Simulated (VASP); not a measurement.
# CsBr (Pm-3m) in VASP: a series of runs, part 2 of 2

VASP 6.6.1. The steps go on from the part before.

## 5. Relaxation of the atoms, r2SCAN

This run uses another cell than the first one, of 21.65 Å³/atom.

Contents of POSCAR:

```
CsBr
1.0
    3.5116109658      0.0000000000      0.0000000000
    0.0000000000      3.5116109658      0.0000000000
    0.0000000000      0.0000000000      3.5116109658
Cs Br
1 1
Direct
    0.0000000000      0.0000000000      0.0000000000
    0.5000000000      0.5000000000      0.5000000000
```

Contents of INCAR.step1:

```
SYSTEM = CsBr
ALGO = Normal
EDIFF = 1E-5
EDIFFG = -0.01
ENCUT = 500
GGA = PE
GGA_COMPAT = .FALSE.
IBRION = 2
ISMEAR = -1
LASPH = .TRUE.
LCHARG = .FALSE.
LREAL = .FALSE.
LWAVE = .TRUE.
NELM = 120
NELMIN = 4
NSW = 100
PREC = Accurate
SIGMA = 0.03
```

Contents of INCAR.step2:

```
SYSTEM = CsBr
ALGO = Normal
EDIFF = 1E-7
EDIFFG = -0.01
ENCUT = 500
GGA_COMPAT = .FALSE.
IBRION = 2
ISIF = 2
ISMEAR = -1
ISTART = 1
LASPH = .TRUE.
LCHARG = .FALSE.
LMIXTAU = .TRUE.
LREAL = .FALSE.
LWAVE = .FALSE.
METAGGA = R2SCAN
NELM = 120
NELMIN = 4
NSW = 50
PREC = Accurate
SIGMA = 0.03
```

Contents of KPOINTS:

```
k-points
0
G
  7 7 7
  0 0 0
```

Potentials or basis: VASP PAW PBE potentials, release 64 (Cs_sv, Br).

Run with:

```
> cat potpaw_PBE.64/Cs_sv/POTCAR potpaw_PBE.64/Br/POTCAR > POTCAR
> cp INCAR.step1 INCAR
> mpirun -np 1 vasp_std > vasp.out
> cp INCAR.step2 INCAR
> mpirun -np 1 vasp_std > vasp.out
```

OUTCAR:

```text
SYSTEM = CsBr
   EDIFF = 1E-7
   EDIFFG = -0.01
   ENCUT = 500
   IBRION = 2
   ISIF = 2
   ISMEAR = -1
   ISTART = 1
   LASPH = .TRUE.
   LREAL = .FALSE.
   METAGGA = R2SCAN
   NELM = 120
   NELMIN = 4
   NSW = 50
   PREC = Accurate

 ion  position               nearest neighbor table
   1  0.000  0.000  0.000-
   2  0.500  0.500  0.500-

  LATTYP: Found a simple cubic cell.
 ALAT       =     3.5116109658

  Lattice vectors:

 A1 = (   3.5116109658,   0.0000000000,   0.0000000000)
 A2 = (   0.0000000000,   3.5116109658,   0.0000000000)
 A3 = (   0.0000000000,   0.0000000000,   3.5116109658)

Analysis of symmetry for initial positions (statically):
=====================================================================
 Subroutine PRICEL returns:
 Original cell was already a primitive cell.

 Routine SETGRP: Setting up the symmetry group for a
 simple cubic supercell.

 Subroutine GETGRP returns: Found 48 space group operations
 (whereof 48 operations were pure point group operations)
 out of a pool of 48 trial point group operations.

The static configuration has the point symmetry O_h .

Analysis of symmetry for dynamics (positions and initial velocities):
=====================================================================
 Subroutine PRICEL returns:
 Original cell was already a primitive cell.

 Routine SETGRP: Setting up the symmetry group for a
 simple cubic supercell.

 Subroutine GETGRP returns: Found 48 space group operations
 (whereof 48 operations were pure point group operations)
 out of a pool of 48 trial point group operations.

The dynamic configuration has the point symmetry O_h .

 Subroutine INISYM returns: Found 48 space group operations
 (whereof 48 operations are pure point group operations),
 and found     1 'primitive' translations

----------------------------------------------------------------------------------------

                                     Primitive cell

  volume of cell :      43.3031

  direct lattice vectors                    reciprocal lattice vectors
     3.511610966  0.000000000  0.000000000     0.284769586  0.000000000  0.000000000
     0.000000000  3.511610966  0.000000000     0.000000000  0.284769586  0.000000000
     0.000000000  0.000000000  3.511610966     0.000000000  0.000000000  0.284769586

  length of vectors
     3.511610966  3.511610966  3.511610966     0.284769586  0.284769586  0.284769586

  position of ions in fractional coordinates (direct lattice)
     0.000000000  0.000000000  0.000000000
     0.500000000  0.500000000  0.500000000

  ion indices of the primitive-cell ions
   primitive index   ion index
                 1           1
                 2           2

----------------------------------------------------------------------------------------

 KPOINTS: k-points

Automatic generation of k-mesh.
 Grid dimensions read from file:
 generate k-points for:    7    7    7

 Generating k-lattice:

  Cartesian coordinates                     Fractional coordinates (reciprocal lattice)
[... 21 lines left out ...]
  0.142857  0.142857  0.000000     12.000000
  0.285714  0.142857  0.000000     24.000000
[... 12 lines left out ...]
  0.428571  0.428571  0.285714     24.000000
  0.428571  0.428571  0.428571      8.000000
   k-points           NKPTS =     20   k-points in BZ     NKDIM =     20   number of bands    NBANDS=     12
   number of dos      NEDOS =    301   number of ions     NIONS =      2
   total plane-waves  NPLWV =  21952
   dimension x,y,z NGX =    28 NGY =   28 NGZ =   28
   dimension x,y,z NGXF=    56 NGYF=   56 NGZF=   56
   ions per type =               1   1
   NGX,Y,Z   is equivalent  to a cutoff of  13.26, 13.26, 13.26 a.u.
   NGXF,Y,Z  is equivalent  to a cutoff of  26.51, 26.51, 26.51 a.u.
 SYSTEM =  CsBr
   PREC   = accura    normal or accurate (medium, high low for compatibility)
   ISTART =      1    job   : 0-new  1-cont  2-samecut
   ICHARG =      0    charge: 1-file 2-atom 10-const
   ISPIN  =      1    spin polarized calculation?
   LNONCOLLINEAR =      F non collinear calculations
   LSORBIT =      F    spin-orbit coupling
   LASPH  =      T    aspherical Exc in radial PAW
   ENCUT  =  500.0 eV  36.75 Ry    6.06 a.u.   6.40  6.40  6.40*2*pi/ulx,y,z
   NELM   =    120;   NELMIN=  4; NELMDL=  0     # of ELM steps
   EDIFF  = 0.1E-06   stopping-criterion for ELM
   LREAL  =      F    real-space projection
   EDIFFG = -.1E-01   stopping-criterion for IOM
   NSW    =     50    number of steps for IOM
   IBRION =      2    ionic relax: 0-MD 1-quasi-New 2-CG
   NFREE  =      1    steps in history (QN), initial steepest desc. (CG)
   ISIF   =      2    stress and relaxation
   ISYM   =      2    0-nonsym 1-usesym 2-fastsym
   POTIM  = 0.5000    time-step for ionic-motion
   TEBEG  =    0.0;   TEEND  =   0.0 temperature during run
   PSTRESS=    0.0 pullay stress
   NELECT =      16.0000    total number of electrons
   NUPDOWN=      -1.0000    fix difference up-down
   EMIN   =  10.00;   EMAX   =-10.00  energy-range for DOS
   EFERMI =   0.00;   METHOD = LEGACY
   ISMEAR =    -1;   SIGMA  =   0.03  broadening in eV -4-tet -1-fermi 0-gaus
   EFERMI_NEDOS =   21; number of points for ismear=-14 and -15
   IALGO  =     38    algorithm
   IMIX   =      4    mixing-type and parameters
     AMIX     =   0.40;   BMIX     =  1.00
     AMIX_MAG =   1.60;   BMIX_MAG =  1.00
  volume/ion in A,a.u.               =      21.65       146.11
  Fermi-wavevector in a.u.,A,eV,Ry     =   1.174740  2.219937 18.776232  1.380014
  Thomas-Fermi vector in A             =   2.311132
   LORBIT       =      0    0 simple, 1 ext, 2 COOP (PROOUT), +10 PAW based schemes
   METAGGA = R2SCAN    functional components
   LHFCALC =     F    Hartree Fock is set to
   AEXX    =    0.0000 exact exchange contribution
   IVDW    =     0    specifies the selected vdW correction
   LEPSILON=     F    determine dielectric tensor
   LRPA    =     F    only Hartree local field effects (RPA)
 conjugate gradient relaxation of ions
 non-spin polarized calculation
  energy-cutoff  :      500.00
  volume of cell :       43.30
 maximum number of plane-waves:      1110
 NGX is ok and might be reduce to    28
   NGX = 13   NGY = 13   NGZ = 13

 number of electron      15.9999996 magnetization

 Free energy of the ion-electron system (eV)
  ---------------------------------------------------
  ext. energy  EPLUGINS =         0.00000000
  ---------------------------------------------------
  free energy    TOTEN  =       -39.31754377 eV

  energy without entropy =      -39.31754377  energy(sigma->0) =      -39.31754377

 E-fermi :   5.2519     XC(G=0): -11.5538

 val. band max:        4.6322589658   @ k =   0.0000   0.0000   0.0000
 cond. band min:       7.7302808097   @ k =   0.0000   0.0000   0.0000
 fundamental gap:      3.0980218439
 Fermi energy:         5.2519327276

 k-point     1 :       0.0000    0.0000    0.0000
  band No.  band energies     occupation
      1     -16.9934      2.00000
      2      -9.7406      2.00000
      3      -2.4384      2.00000
      4      -2.4384      2.00000
      5      -2.4384      2.00000
      6       4.6323      2.00000
      7       4.6323      2.00000
      8       4.6323      2.00000
      9       7.7303      0.00000
     10       7.7303      0.00000
     11      13.8601      0.00000
     12      15.3195      0.00000
[... 271 lines left out ...]
 k-point    20 :       0.4286    0.4286    0.4286
  band No.  band energies     occupation
      1     -15.5180      2.00000
      2      -9.6508      2.00000
      3      -3.8588      2.00000
      4      -3.7096      2.00000
      5      -3.7096      2.00000
      6       0.5371      2.00000
      7       0.5371      2.00000
      8       1.0747      2.00000
      9      14.9257      0.00000
     10      16.0965      0.00000
     11      16.0965      0.00000
     12      17.7980      0.00000

------------------------ aborting loop because EDIFF is reached ----------------------------------------

  FORCE on cell =-STRESS in cart. coord.  units (eV):
  Direction    XX          YY          ZZ          XY          YZ          ZX
  --------------------------------------------------------------------------------------
  -------------------------------------------------------------------------------------
  Total       12.7282250     12.7282250     12.7282250      0.0000000      0.0000000      0.0000000
  in kB      470.9331204    470.9331204    470.9331204      0.0000000      0.0000000      0.0000000
  external PRESSURE =     470.9331204 kB  Pullay stress =       0.0000000 kB

 VOLUME and BASIS-vectors are now :
 -----------------------------------------------------------------------------
  energy-cutoff  :      500.00
  volume of cell :       43.30
      direct lattice vectors                 reciprocal lattice vectors
     3.511610966  0.000000000  0.000000000     0.284769586  0.000000000  0.000000000
     0.000000000  3.511610966  0.000000000     0.000000000  0.284769586  0.000000000
     0.000000000  0.000000000  3.511610966     0.000000000  0.000000000  0.284769586

 POSITION                                       TOTAL-FORCE (eV/Angst)
 -----------------------------------------------------------------------------------
      0.00000      0.00000      0.00000         0.000000      0.000000      0.000000
      1.75581      1.75581      1.75581         0.000000      0.000000      0.000000
 -----------------------------------------------------------------------------------
    total drift:                                0.000000      0.000000      0.000000

  FREE ENERGIE OF THE ION-ELECTRON SYSTEM (eV)
  ---------------------------------------------------
  free  energy   TOTEN  =       -39.3175437662 eV

  energy  without entropy=      -39.3175437662  energy(sigma->0) =      -39.31754377

 reached required accuracy - stopping structural energy minimisation
```

It took 1.7 min on 1 thread of Intel Xeon 8259CL, shared host; peak memory 0.17 GiB.

Results:

* Free energy: -39.3175 eV
* Pressure after relaxing: 47.1 GPa
* Band gap on the k mesh: 3.10 eV

Final structure:
```xyz
2
Lattice="3.5116 0.0000 0.0000 0.0000 3.5116 0.0000 0.0000 0.0000 3.5116" Properties=species:S:1:pos:R:3 pbc="T T T"
Cs    0.0000    0.0000    0.0000
Br    1.7558    1.7558    1.7558
```

Levels at points of the mesh, in eV from the valence-band top:
| k point | band 6 | band 7 | band 8 | band 9 | band 10 | band 11 |
| --- | --- | --- | --- | --- | --- | --- |
| (0.00, 0.00, 0.00) | 0.00 | 0.00 | 0.00 | 3.10 | 3.10 | 9.23 |

Caveat: the relaxation stopped at its first step, so nothing moved; the PAW data sets were made with another functional, which shifts forces and pressure a little; spin-orbit coupling is left out, which moves the levels of the heavy elements; an odd mesh through Γ misses points on the zone boundary, where band edges can lie.

## 6. Relaxation of the atoms, r2SCAN

Contents of POSCAR:

```
CsBr
1.0
    4.1380875024      0.0000000000      0.0000000000
    0.0000000000      4.1380875024      0.0000000000
    0.0000000000      0.0000000000      4.1380875024
Cs Br
1 1
Direct
    0.0000000000      0.0000000000      0.0000000000
    0.5000000000      0.5000000000      0.5000000000
```

Contents of INCAR.step1:

```
  ALGO = Normal
  EDIFF = 1E-5
  EDIFFG = -0.01
  ENCUT = 500
  GGA = PE
  GGA_COMPAT = F
  IBRION = 2
  ISMEAR = -1
  LASPH = T
  LCHARG = F
  LREAL = F
  LWAVE = T
  NELM = 120
  NELMIN = 4
  NSW = 100
  PREC = Accurate
  SIGMA = 0.03
```

Contents of INCAR.step2:

```
  ALGO = Normal
  EDIFF = 1E-7
  EDIFFG = -0.01
  ENCUT = 500
  GGA_COMPAT = F
  IBRION = 2
  ISIF = 2
  ISMEAR = -1
  ISTART = 1
  LASPH = T
  LCHARG = F
  LMIXTAU = T
  LREAL = F
  LWAVE = F
  METAGGA = R2SCAN
  NELM = 120
  NELMIN = 4
  NSW = 50
  PREC = Accurate
  SIGMA = 0.03
```

Contents of KPOINTS:

```
k-points
0
Gamma
  7 7 7
```

Potentials or basis: VASP PAW PBE potentials, release 64 (Cs_sv, Br).

Run with:

```
> cat potpaw_PBE.64/Cs_sv/POTCAR potpaw_PBE.64/Br/POTCAR > POTCAR
> cp INCAR.step1 INCAR
> mpirun -np 1 vasp_std > vasp.out
> cp INCAR.step2 INCAR
> mpirun -np 1 vasp_std > vasp.out
```

Wall time 91 s (1 thread of Intel Xeon 8259CL, shared host); peak memory 0.18 GiB.

It converged, with:

```
Free energy             : -42.2431 eV
Pressure after relaxing : 2.9 GPa
Band gap on the k mesh  : 5.23 eV
```

Final structure:
```yaml
crystal:
  lattice:
    - [4.13809, 0.00000, 0.00000]
    - [0.00000, 4.13809, 0.00000]
    - [0.00000, 0.00000, 4.13809]
  atoms:
    - { symbol: Cs, position: [0.00000, 0.00000, 0.00000] }
    - { symbol: Br, position: [0.50000, 0.50000, 0.50000] }
```

Levels at points of the mesh, in eV from the valence-band top:
```
           k point  band 6  band 7  band 8  band 9  band 10  band 11
(0.00, 0.00, 0.00)    0.00    0.00    0.00    5.23     5.23     5.77
```

Caveat: the relaxation stopped at its first step, so nothing moved; the PAW data sets were made with another functional, which shifts forces and pressure a little; spin-orbit coupling is left out, which moves the levels of the heavy elements; an odd mesh through Γ misses points on the zone boundary, where band edges can lie.

## 7. Overview

| task | cell | cutoff (eV) | gap on the mesh (eV) | pressure (GPa) |
| --- | --- | --- | --- | --- |
| single point | a = 4.138 Å, 2 atoms | 550 | 5.23 | 2.9 |
| single point | a = 4.286 Å, 2 atoms | 550 | 5.29 | 0.5 |
| relaxation of the atoms | atoms relaxed from a = 3.402 Å, 2 atoms | 500 | 2.32 | 68.1 |
| relaxation of the atoms | atoms relaxed from a = 3.512 Å, 2 atoms | 500 | 3.10 | 47.1 |
| relaxation of the atoms | atoms relaxed from a = 4.138 Å, 2 atoms | 500 | 5.23 | 2.9 |

Alike in all rows: level r2SCAN; potentials or basis VASP PAW PBE potentials, release 64 (Cs_sv, Br); no spin polarisation; k mesh 7 × 7 × 7; smearing fermi-dirac 0.03 eV.

Caveats: the PAW data sets were made with another functional, which shifts forces and pressure a little; spin-orbit coupling is left out, which moves the levels of the heavy elements; an odd mesh through Γ misses points on the zone boundary, where band edges can lie; the relaxation stopped at its first step, so nothing moved (at least some runs).

Total energies depend on the potentials used, so only differences within one code and one set of settings carry meaning.
